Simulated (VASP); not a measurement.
Here is a VASP 6.6.1 calculation.

File INCAR:

```
PREC = Accurate
ENCUT = 520
EDIFF = 1E-7
ISMEAR = 0
SIGMA = 0.15
LREAL = False
LASPH = True
NELM = 100
ALGO = Normal
ISIF = 2
LWAVE = False
LCHARG = False
GGA = PS
NBANDS = 13
```

Contents of KPOINTS:

```
regular mesh
0
Gamma
  18 18 18
```

Contents of POSCAR:

```
Mo
1.0
    2.6944777412      0.0000000000      0.0000000000
   -1.3472388706      2.3334861739      0.0000000000
    0.0000000000      0.0000000000      2.6318361210
Mo
1
Direct
    0.0000000000      0.0000000000      0.5000000000
```

Potentials or basis: VASP PAW PBE potentials, release 64 (Mo_sv).

Run with:

```sh
$ cat potpaw_PBE.64/Mo_sv/POTCAR > POTCAR
$ mpirun -np 1 vasp_std > vasp.out
```

Task: What does it give for the band gap on the k mesh?

Result: Zero (band 7 reaches 12.31 eV, above the bottom of band 8 at 10.61 eV).

Task: Estimate the pressure.

Result: -2.3 GPa.

Stress tensor (GPa, compression positive):
```
  5.03   0.00   0.00
  0.00   5.03   0.00
  0.00   0.00 -16.96
```

Caveat: the cell differs from its parent crystal (strain -0.015 along x and y, +0.030 along z); the PAW data sets were made with another functional, which shifts forces and pressure a little.
